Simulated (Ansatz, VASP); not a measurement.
One calculation of Si3Bi2TeSe2, two programs

```xyz
8
Lattice="5.9264 0.0000 0.0000 0.0000 5.9264 0.0000 0.0000 0.0000 6.4530" Properties=species:S:1:pos:R:3 pbc="T T T"
Si    2.9632    2.9632    0.3540
Si    2.9632    0.0000    3.7535
Si    0.0000    2.9632    3.7535
Bi    0.0000    0.0000    0.3434
Bi    0.0000    0.0000    3.2322
Te    2.9632    2.9632    2.9968
Se    2.9632    0.0000   -0.3119
Se    0.0000    2.9632   -0.3119
```

Alike in both runs: functional PBE; k mesh 2 × 2 × 2; occupations gaussian, width 0.15 eV; no spin polarisation.

Ansatz relaxed the structure, and its values are those at the end. VASP's run is a single point on that final structure, the one shown.

|  | VASP | Ansatz |
| --- | --- | --- |
| version | VASP 6.6.1 | Ansatz 0.2.0 |
| potentials or method | VASP PAW PBE potentials, release 64 (Si, Bi_d, Te, Se), cutoff 500 eV | scalar-relativistic, plane waves, PAW |
| valence electrons in the cell | 60 | 90 |

VASP gave:

* gap on the k mesh at the Fermi level (eV): 0.43
* least direct gap on the mesh (eV): 0.49
* pressure (GPa): 0.0
* rms of the force components (eV/Å): 0.008

Problem. What did Ansatz give for the same quantities?

Solution. gap on the k mesh at the Fermi level (eV): 0.43; least direct gap on the mesh (eV): 0.49; pressure (GPa): 0.0; rms of the force components (eV/Å): 0.006.

The functional is the same, so the differences come from potentials, cutoffs and numerics. VASP's potentials hold 60 valence electrons a cell and Ansatz's 90, so a difference there can come from the potentials and not from the codes.

The k mesh is coarse, so the values compare programs but aren't converged. Spin-orbit coupling is off throughout.
